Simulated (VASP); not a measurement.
# Cd5HgS6 in VASP: further runs

The runs below take Cd5HgS6 through single point, with PBE.

All numbers are computed with VASP 6.6.1; they aren't measurements. Logs are shortened: lines on timing, memory, paths and dates and some standing lists are left out, and cuts for length are marked.

## Step 1: The cell of the first run

It takes space group P2 (No. 3, monoclinic). The conventional cell has a = 7.133 Å, b = 4.083 Å, c = 9.609 Å, α = 90.00°, β = 92.85°, γ = 90.00°. Cd (site symmetry 2) has 4 S at 2.47 to 2.83 Å within 3.3 Å. Within 3.4 Å of Cd (site symmetry 1) lie 4 S at 2.56 to 2.68 Å. Within 3.9 Å of Cd (site symmetry 1) lie 6 S at 2.55 to 3.72 Å and 3 Cd at 3.79 to 3.81 Å and 1 Hg at 3.86 Å. Hg (site symmetry 2) has 6 S at 2.42 to 3.24 Å within 3.3 Å. S (site symmetry 2) has 4 Cd at 2.56 to 2.66 Å within 3.4 Å. Within 3.4 Å of S (site symmetry 2) lie 4 Cd at 2.56 to 2.66 Å. Within 3.3 Å of S (site symmetry 1) lie 3 Cd at 2.47 to 2.59 Å and 2 Hg at 3.15 to 3.24 Å. S (site symmetry 1) has 1 Hg at 2.42 Å and 3 Cd at 2.59 to 2.83 Å within 3.2 Å.

## Step 2: Single point, PBE

Contents of INCAR:

```
SYSTEM = Cd5HgS6
PREC = Accurate
ENCUT = 520
EDIFF = 1E-6
ISMEAR = 0
SIGMA = 0.1
LREAL = .FALSE.
LASPH = .TRUE.
NELM = 60
ALGO = Normal
ISIF = 2
LWAVE = .FALSE.
LCHARG = .FALSE.
GGA = PE
NBANDS = 66
```

Contents of KPOINTS:

```
regular mesh
0
G
  4 2 2
  0 0 0
```

Contents of POSCAR:

```
Cd5HgS6
1.0
    0.0000000000     -4.0827746987      0.0000000000
   -7.1334110547      0.0000000000     -0.0067104435
    0.4876316998      0.0000000000     -9.5965887485
Cd Hg S
5 1 6
Direct
    0.5942185461      0.0000000000      0.5000000000
    0.7097365349      0.7160255512      0.8363091948
    0.2079586506      0.2162419908      0.8318462988
    0.2079586506      0.7837580092      0.1681537012
    0.7097365349      0.2839744488      0.1636908052
    0.1965764482      0.5000000000      0.5000000000
    0.4904626828      1.0000000000      1.0000000000
    0.0046783253      0.5000000000      0.0000000000
    0.7142963764      0.7409499006      0.3265774760
    0.2250404469      0.2368118548      0.3316823047
    0.2250404469      0.7631881452      0.6683176953
    0.7142963764      0.2590500994      0.6734225240
```

Potentials or basis: VASP PAW PBE potentials, release 64 (Cd, Hg, S).

The run is started by

```
$ cat potpaw_PBE.64/Cd/POTCAR potpaw_PBE.64/Hg/POTCAR potpaw_PBE.64/S/POTCAR > POTCAR
$ mpirun -np 1 vasp_std > vasp.out
```

OUTCAR:

```text
SYSTEM = Cd5HgS6
   PREC = Accurate
   ENCUT = 520
   EDIFF = 1E-6
   ISMEAR = 0
   LREAL = .FALSE.
   LASPH = .TRUE.
   NELM = 60
   ISIF = 2
   GGA = PE

 ion  position               nearest neighbor table
   1  0.594  0.000  0.500-   9 2.47  12 2.47  11 2.83  10 2.83
   2  0.710  0.716  0.836-   8 2.56  11 2.59   7 2.66  11 2.68
   3  0.208  0.216  0.832-  12 2.55   7 2.56  12 2.59   8 2.66
   4  0.208  0.784  0.168-   9 2.55   7 2.56   9 2.59   8 2.66
   5  0.710  0.284  0.164-   8 2.56  10 2.59   7 2.66  10 2.68
   6  0.197  0.500  0.500-  10 2.42  11 2.42   9 3.15  12 3.15   9 3.24  12 3.24
   7  0.490  0.000  0.000-   3 2.56   4 2.56   2 2.66   5 2.66
   8  0.005  0.500  0.000-   2 2.56   5 2.56   4 2.66   3 2.66
   9  0.714  0.741  0.327-   1 2.47   4 2.55   4 2.59   6 3.15   6 3.24
  10  0.225  0.237  0.332-   6 2.42   5 2.59   5 2.68   1 2.83
  11  0.225  0.763  0.668-   6 2.42   2 2.59   2 2.68   1 2.83
  12  0.714  0.259  0.673-   1 2.47   3 2.55   3 2.59   6 3.15   6 3.24

  LATTYP: Found a simple monoclinic cell.
 ALAT       =     7.1334142110
 B/A-ratio  =     0.5723451040
 C/A-ratio  =     1.3470365660
 COS(beta)  =    -0.0498080366

  Lattice vectors:

 A1 = (  -7.1334110547,   0.0000000000,  -0.0067104435)
 A2 = (   0.0000000000,   4.0827746987,   0.0000000000)
 A3 = (   0.4876316998,   0.0000000000,  -9.5965887485)

Analysis of symmetry for initial positions (statically):
=====================================================================
 Subroutine PRICEL returns:
 Original cell was already a primitive cell.

 Routine SETGRP: Setting up the symmetry group for a
 simple monoclinic supercell.

 Subroutine GETGRP returns: Found  2 space group operations
 (whereof  2 operations were pure point group operations)
 out of a pool of  4 trial point group operations.

The static configuration has the point symmetry C_2 .

Analysis of symmetry for dynamics (positions and initial velocities):
=====================================================================
 Subroutine PRICEL returns:
 Original cell was already a primitive cell.

 Routine SETGRP: Setting up the symmetry group for a
 simple monoclinic supercell.

 Subroutine GETGRP returns: Found  2 space group operations
 (whereof  2 operations were pure point group operations)
 out of a pool of  4 trial point group operations.

The dynamic configuration has the point symmetry C_2 .

 Subroutine INISYM returns: Found  2 space group operations
 (whereof  2 operations are pure point group operations),
 and found     1 'primitive' translations

----------------------------------------------------------------------------------------

                                     Primitive cell

  volume of cell :     279.5055

  direct lattice vectors                    reciprocal lattice vectors
     0.000000000 -4.082774699  0.000000000     0.000000000 -0.244931468  0.000000000
    -7.133411055  0.000000000 -0.006710443    -0.140178688  0.000000000 -0.007122903
     0.487631700  0.000000000 -9.596588749     0.000098020  0.000000000 -0.104198714

  length of vectors
     4.082774699  7.133414211  9.608969783     0.244931468  0.140359539  0.104198760

  position of ions in fractional coordinates (direct lattice)
     0.594218546  0.000000000  0.500000000
     0.709736535  0.716025551  0.836309195
     0.207958651  0.216241991  0.831846299
     0.207958651  0.783758009  0.168153701
     0.709736535  0.283974449  0.163690805
     0.196576448  0.500000000  0.500000000
     0.490462683  0.000000000  0.000000000
     0.004678325  0.500000000  0.000000000
     0.714296376  0.740949901  0.326577476
     0.225040447  0.236811855  0.331682305
     0.225040447  0.763188145  0.668317695
     0.714296376  0.259050099  0.673422524

  ion indices of the primitive-cell ions
   primitive index   ion index
                 1           1
                 2           2
                 3           3
                 4           4
                 5           5
                 6           6
                 7           7
                 8           8
                 9           9
                10          10
                11          11
                12          12

----------------------------------------------------------------------------------------

 KPOINTS: regular mesh

Automatic generation of k-mesh.
 Grid dimensions read from file:
 generate k-points for:    4    2    2

 Generating k-lattice:

  Cartesian coordinates                     Fractional coordinates (reciprocal lattice)
     0.000000000 -0.061232867  0.000000000     0.250000000  0.000000000  0.000000000
    -0.070089344  0.000000000 -0.003561452     0.000000000  0.500000000  0.000000000
     0.000049010  0.000000000 -0.052099357     0.000000000  0.000000000  0.500000000

  Length of vectors
     0.061232867  0.070179770  0.052099380

  Shift w.r.t. Gamma in fractional coordinates (k-lattice)
     0.000000000  0.000000000  0.000000000

 Subroutine IBZKPT returns following result:
 ===========================================

 Found     12 irreducible k-points:

 Following reciprocal coordinates:
            Coordinates               Weight
  0.000000  0.000000  0.000000      1.000000
  0.250000  0.000000  0.000000      2.000000
  0.500000  0.000000  0.000000      1.000000
  0.000000  0.500000  0.000000      1.000000
  0.250000  0.500000  0.000000      2.000000
  0.500000  0.500000  0.000000      1.000000
  0.000000  0.000000  0.500000      1.000000
  0.250000  0.000000  0.500000      2.000000
  0.500000  0.000000  0.500000      1.000000
  0.000000  0.500000  0.500000      1.000000
  0.250000  0.500000  0.500000      2.000000
  0.500000  0.500000  0.500000      1.000000
   k-points           NKPTS =     12   k-points in BZ     NKDIM =     12   number of bands    NBANDS=     66
   number of dos      NEDOS =    301   number of ions     NIONS =     12
   total plane-waves  NPLWV = 116640
   dimension x,y,z NGX =    30 NGY =   54 NGZ =   72
   dimension x,y,z NGXF=    60 NGYF=  108 NGZF=  144
   ions per type =               5   1   6
   NGX,Y,Z   is equivalent  to a cutoff of  12.22, 12.58, 12.46 a.u.
   NGXF,Y,Z  is equivalent  to a cutoff of  24.43, 25.17, 24.91 a.u.
 SYSTEM =  Cd5HgS6
   PREC   = accura    normal or accurate (medium, high low for compatibility)
   ISTART =      0    job   : 0-new  1-cont  2-samecut
   ICHARG =      2    charge: 1-file 2-atom 10-const
   ISPIN  =      1    spin polarized calculation?
   LNONCOLLINEAR =      F non collinear calculations
   LSORBIT =      F    spin-orbit coupling
   LASPH  =      T    aspherical Exc in radial PAW
   ENCUT  =  520.0 eV  38.22 Ry    6.18 a.u.   7.59 13.26 17.87*2*pi/ulx,y,z
   NELM   =     60;   NELMIN=  2; NELMDL= -5     # of ELM steps
   EDIFF  = 0.1E-05   stopping-criterion for ELM
   LREAL  =      F    real-space projection
   EDIFFG = 0.1E-04   stopping-criterion for IOM
   NSW    =      0    number of steps for IOM
   IBRION =     -1    ionic relax: 0-MD 1-quasi-New 2-CG
   NFREE  =      0    steps in history (QN), initial steepest desc. (CG)
   ISIF   =      2    stress and relaxation
   ISYM   =      2    0-nonsym 1-usesym 2-fastsym
   POTIM  = 0.5000    time-step for ionic-motion
   TEBEG  =    0.0;   TEEND  =   0.0 temperature during run
   PSTRESS=    0.0 pullay stress
   NELECT =     108.0000    total number of electrons
   NUPDOWN=      -1.0000    fix difference up-down
   EMIN   =  10.00;   EMAX   =-10.00  energy-range for DOS
   EFERMI =   0.00;   METHOD = LEGACY
   ISMEAR =     0;   SIGMA  =   0.10  broadening in eV -4-tet -1-fermi 0-gaus
   EFERMI_NEDOS =   21; number of points for ismear=-14 and -15
   IALGO  =     38    algorithm
   IMIX   =      4    mixing-type and parameters
     AMIX     =   0.40;   BMIX     =  1.00
     AMIX_MAG =   1.60;   BMIX_MAG =  1.00
  volume/ion in A,a.u.               =      23.29       157.18
  Fermi-wavevector in a.u.,A,eV,Ry     =   1.192393  2.253295 19.344769  1.421800
  Thomas-Fermi vector in A             =   2.328432
   LORBIT       =      0    0 simple, 1 ext, 2 COOP (PROOUT), +10 PAW based schemes
   GGA     = PE    functional components
   LHFCALC =     F    Hartree Fock is set to
   AEXX    =    0.0000 exact exchange contribution
   IVDW    =     0    specifies the selected vdW correction
   LEPSILON=     F    determine dielectric tensor
   LRPA    =     F    only Hartree local field effects (RPA)
 non-spin polarized calculation
 Gauss-broadening in eV      SIGMA  =   0.10
  energy-cutoff  :      520.00
  volume of cell :      279.51
 maximum number of plane-waves:      7557
   NGX = 15   NGY = 27   NGZ = 35

 number of electron     108.0000022 magnetization

 Free energy of the ion-electron system (eV)
  ---------------------------------------------------
  ext. energy  EPLUGINS =         0.00000000
  ---------------------------------------------------
  free energy    TOTEN  =       -33.98282580 eV

  energy without entropy =      -33.98282578  energy(sigma->0) =      -33.98282579

 E-fermi :   2.3867     XC(G=0):  -9.6937

 val. band max:        2.0307376501   @ k =   0.0000   0.0000   0.5000
 cond. band min:       2.7426955502   @ k =   0.0000   0.0000   0.0000
 fundamental gap:      0.7119579001
 Fermi energy:         2.3867048428

 k-point     1 :       0.0000    0.0000    0.0000
  band No.  band energies     occupation
      1     -10.7298      2.00000
      2     -10.1283      2.00000
      3     -10.0498      2.00000
      4      -9.8137      2.00000
      5      -9.7421      2.00000
      6      -9.7128      2.00000
[... 58 lines left out ...]
     65       8.0917      0.00000
     66       8.5573      0.00000

 k-point     2 :       0.2500    0.0000    0.0000
  band No.  band energies     occupation
      1     -10.5648      2.00000
      2     -10.0574      2.00000
      3      -9.9818      2.00000
      4      -9.7625      2.00000
      5      -9.7277      2.00000
      6      -9.6404      2.00000
[... 58 lines left out ...]
     65       7.7108      0.00000
     66       7.7946      0.00000

 k-point     3 :       0.5000    0.0000    0.0000
  band No.  band energies     occupation
      1     -10.3833      2.00000
      2      -9.9859      2.00000
      3      -9.8704      2.00000
      4      -9.7538      2.00000
      5      -9.7167      2.00000
      6      -9.5689      2.00000
[... 610 lines left out ...]
     65       7.8845      0.00000
     66       7.9171      0.00000

 k-point    12 :       0.5000    0.5000    0.5000
  band No.  band energies     occupation
      1     -10.3740      2.00000
      2      -9.9923      2.00000
      3      -9.8625      2.00000
      4      -9.7527      2.00000
      5      -9.7313      2.00000
      6      -9.5583      2.00000
[... 58 lines left out ...]
     65       7.7636      0.00000
     66       7.9540      0.00000

------------------------ aborting loop because EDIFF is reached ----------------------------------------

  FORCE on cell =-STRESS in cart. coord.  units (eV):
  Direction    XX          YY          ZZ          XY          YZ          ZX
  --------------------------------------------------------------------------------------
  -------------------------------------------------------------------------------------
  Total        0.6208493      0.8031899      0.6565525      0.0000000      0.0000000      0.0270653
  in kB        3.5588236      4.6040338      3.7634808      0.0000000      0.0000000      0.1551431
  external PRESSURE =       3.9754461 kB  Pullay stress =       0.0000000 kB

 VOLUME and BASIS-vectors are now :
 -----------------------------------------------------------------------------
  energy-cutoff  :      520.00
  volume of cell :      279.51
      direct lattice vectors                 reciprocal lattice vectors
     0.000000000 -4.082774699  0.000000000     0.000000000 -0.244931468  0.000000000
    -7.133411055  0.000000000 -0.006710443    -0.140178688  0.000000000 -0.007122903
     0.487631700  0.000000000 -9.596588749     0.000098020  0.000000000 -0.104198714

 POSITION                                       TOTAL-FORCE (eV/Angst)
 -----------------------------------------------------------------------------------
      0.24382     -2.42606     -4.79829        -0.000000      0.000655      0.000000
     -4.69989     -2.89769     -8.03052         0.004708      0.002253     -0.007455
     -1.13691     -0.84905     -7.98434         0.007411      0.004738     -0.005747
     -5.50887     -0.84905     -1.61896        -0.007411      0.004738      0.005747
     -1.94589     -2.89769     -1.57278        -0.004708      0.002253      0.007455
     -3.32289     -0.80258     -4.80165        -0.000000     -0.003496      0.000000
      0.00000     -2.00245      0.00000        -0.000000     -0.014030      0.000000
     -3.56671     -0.01910     -0.00336        -0.000000     -0.015728      0.000000
     -5.12625     -2.91631     -3.13900         0.026669      0.000178     -0.010000
     -1.52754     -0.91879     -3.18461         0.040461      0.009130      0.008338
     -5.11824     -0.91879     -6.41869        -0.040461      0.009130     -0.008338
     -1.51953     -2.91631     -6.46430        -0.026669      0.000178      0.010000
 -----------------------------------------------------------------------------------
    total drift:                               -0.000000      0.001446      0.000003

  FREE ENERGIE OF THE ION-ELECTRON SYSTEM (eV)
  ---------------------------------------------------
  free  energy   TOTEN  =       -33.9828258034 eV

  energy  without entropy=      -33.9828257813  energy(sigma->0) =      -33.98282579
```

Wall time 4 min (1 thread of Intel Xeon Platinum 8488C (Sapphire Rapids), shared host); peak memory 0.44 GiB.

What came out:

```yaml
Free_energy: -33.9828 eV
Pressure: 0.4 GPa
Largest_force: 0.042 eV/Å
Band_gap_on_the_k_mesh: 0.71 eV (least direct gap 0.96 eV)
```

Forces in eV/Å, atoms in the order of the input:
```
Cd   0.000  0.001  0.000
Cd   0.005  0.002 -0.007
Cd   0.007  0.005 -0.006
Cd  -0.007  0.005  0.006
Cd  -0.005  0.002  0.007
Hg   0.000 -0.003  0.000
S    0.000 -0.014  0.000
S    0.000 -0.016  0.000
S    0.027  0.000 -0.010
S    0.040  0.009  0.008
S   -0.040  0.009 -0.008
S   -0.027  0.000  0.010
```

Caveat: the k points lie up to 0.44 Å⁻¹ apart; spin-orbit coupling is left out, which moves the levels of the heavy elements. A k mesh can miss the band edges.

## Step 3: Single point, PBE

Contents of INCAR:

```
PREC = Accurate
ENCUT = 520
EDIFF = 1E-6
ISMEAR = 0
SIGMA = 0.1
LREAL = F
LASPH = T
NELM = 60
ALGO = Normal
ISIF = 2
LWAVE = F
LCHARG = F
GGA = PE
NBANDS = 66
```

Contents of KPOINTS:

```
Automatic mesh
0
Gamma
  4 2 2
```

Contents of POSCAR:

```
Cd5HgS6
1.0
    0.0003032132     -4.0942005887     -0.0009805069
   -7.1303438677      0.0006140740      0.0013380800
    0.4983051037     -0.0014010917     -9.5916530425
Cd Hg S
5 1 6
Direct
    0.5964485140     -0.0001791846      0.5003640868
    0.7074658300      0.7147098248      0.8364858244
    0.2068657151      0.2161119866      0.8315396320
    0.2076301357      0.7839061135      0.1685021146
    0.7107790825      0.2842151910      0.1635116268
    0.2006458353      0.5001924694      0.4998090800
    0.4885864307      1.0001392959      0.9999610580
    0.0040665642      0.5002903782     -0.0001598425
    0.7136139138      0.7410840913      0.3264220142
    0.2260323984      0.2370690611      0.3313758781
    0.2246479842      0.7630571546      0.6685275876
    0.7132176161      0.2594036180      0.6736609401
```

Potentials or basis: VASP PAW PBE potentials, release 64 (Cd, Hg, S).

The run is started by

```
$ cat potpaw_PBE.64/Cd/POTCAR potpaw_PBE.64/Hg/POTCAR potpaw_PBE.64/S/POTCAR > POTCAR
$ mpirun -np 1 vasp_std > vasp.out
```

Run time: 3.8 min. Hardware: 1 thread of Intel Xeon Platinum 8488C (Sapphire Rapids), shared host; peak memory 0.43 GiB.

Results (log left out):

```yaml
Free_energy: -33.9835 eV
Pressure: 0.4 GPa
Largest_force: 0.059 eV/Å
Band_gap_on_the_k_mesh: 0.73 eV (least direct gap 0.97 eV)
```

Forces on the atoms (eV/Å):
```
Cd  -0.004  0.011  0.001
Cd  -0.014 -0.003  0.004
Cd   0.017 -0.001 -0.006
Cd  -0.018  0.001  0.006
Cd   0.010  0.007 -0.006
Hg   0.003  0.008  0.001
S    0.000 -0.015  0.002
S    0.002 -0.019 -0.004
S    0.033 -0.003  0.007
S    0.050  0.007  0.026
S   -0.051  0.012 -0.026
S   -0.029 -0.004 -0.005
```

Stress tensor (GPa, compression positive):
```
0.39 0.00 0.09
0.00 0.28 0.00
0.09 0.00 0.39
```

Levels at points of the mesh, in eV from the valence-band top:
| k point | band 52 | band 53 | band 54 | band 55 | band 56 | band 57 |
| --- | --- | --- | --- | --- | --- | --- |
| (0.00, 0.00, 0.00) | -0.47 | -0.39 | -0.24 | 0.73 | 1.91 | 2.91 |
| (0.50, 0.00, 0.00) | -1.35 | -0.77 | -0.50 | 2.69 | 2.84 | 3.24 |
| (0.00, 0.50, 0.00) | -0.74 | -0.33 | -0.21 | 2.60 | 2.62 | 2.93 |
| (0.50, 0.50, 0.00) | -1.00 | -0.91 | -0.84 | 1.99 | 2.17 | 3.01 |
| (0.00, 0.00, 0.50) | -0.50 | -0.32 | 0.00 | 1.91 | 2.10 | 2.14 |
| (0.50, 0.00, 0.50) | -1.09 | -0.62 | -0.58 | 2.97 | 3.19 | 3.35 |
| (0.00, 0.50, 0.50) | -0.76 | -0.69 | -0.53 | 2.40 | 2.46 | 3.30 |
| (0.50, 0.50, 0.50) | -0.93 | -0.90 | -0.70 | 1.98 | 2.14 | 2.74 |

Caveat: the k points lie up to 0.44 Å⁻¹ apart; spin-orbit coupling is left out, which moves the levels of the heavy elements. A k mesh can miss the band edges.

[end of part 1 of 2]
